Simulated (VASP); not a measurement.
CsH5:

```
Cs H
1.0
     5.15648    0.00000    0.00000
    -2.57824    4.46564    0.00000
     0.00000    0.00000    4.09774
Cs H
1 5
Direct
  0.00000 0.00000 0.00000
  0.50000 0.00000 0.50000
  0.50000 0.50000 0.50000
  0.00000 0.50000 0.50000
  0.33333 0.66667 0.10357
  0.66667 0.33333 0.89643
```

```yaml
Program: VASP 6.6.1
Task: relaxation of cell and atoms
Functional: PBE
Potentials_or_basis: VASP PAW PBE potentials, release 64 (Cs_sv, H)
Cutoff: 600 eV
k_mesh: 6 × 6 × 4
Occupations: gaussian, width 0.1 eV
Spin: no spin polarisation
```

At the start: pressure -4.0 GPa; volume 15.73 Å³/atom.

Q: How do energy, volume and symmetry change on relaxing?

A: Over 27 steps the energy falls by 1023.9 meV/atom and the volume is 11.22 Å³/atom (-28.6 %); space group P-3m1 (No. 164, to 0.1 Å) before, P6/mmm (No. 191, to 0.1 Å).

The path:
```csv
step,energy change (eV),largest force (eV/Å),pressure (GPa),volume (Å³)
1,0.0000,0.8093,-4.00,94.36
2,-0.2775,1.0253,-3.85,89.08
3,-1.1979,1.6838,-2.49,74.12
4,-0.0877,2.4074,33.04,48.03
5,-1.3775,1.7400,-0.28,67.04
6,-1.3408,2.2265,11.72,55.17
7,-1.5168,1.9349,3.91,60.86
8,-1.7905,2.3083,5.67,59.45
9,-2.4543,2.3322,12.09,55.25
10,-0.5917,0.6738,39.62,47.13
11,-2.2831,2.2116,15.78,53.67
12,-2.4275,2.1266,15.98,53.55
13,-2.8153,1.8179,16.69,53.19
14,-3.3352,1.0067,18.32,52.48
15,-3.1162,0.9039,21.71,51.06
16,-3.4561,0.3077,19.63,51.94
17,-4.0780,0.0503,14.81,53.36
18,-5.0234,0.8291,6.00,57.55
19,-5.1158,1.2212,3.73,59.34
20,-5.1130,1.3476,3.18,59.92
21,-5.2535,1.1923,2.91,60.22
22,-5.5911,0.6877,2.21,61.09
23,-5.8382,0.4332,1.23,62.76
24,-5.9338,0.3795,0.89,63.61
25,-6.1063,0.1942,0.46,65.90
26,-6.0410,0.2382,0.66,69.37
27,-6.1433,0.0114,0.42,67.34
```

Final structure:
```
Cs H
1.0
     4.39501    0.00000    0.00000
    -2.19750    3.80619    0.00000
     0.00000    0.00000    4.02556
Cs H
1 5
Direct
  0.00000 0.00000 0.00000
  0.50000 0.00000 0.50000
  0.50000 0.50000 0.50000
  0.00000 0.50000 0.50000
  0.33333 0.66667 0.49941
  0.66667 0.33333 0.50059
```

Caveat: the k points lie up to 0.39 Å⁻¹ apart in the final cell, too coarse for converged energies and pressures of a metal; the volume moved by over 15 % at a fixed basis, so the end points are rough.
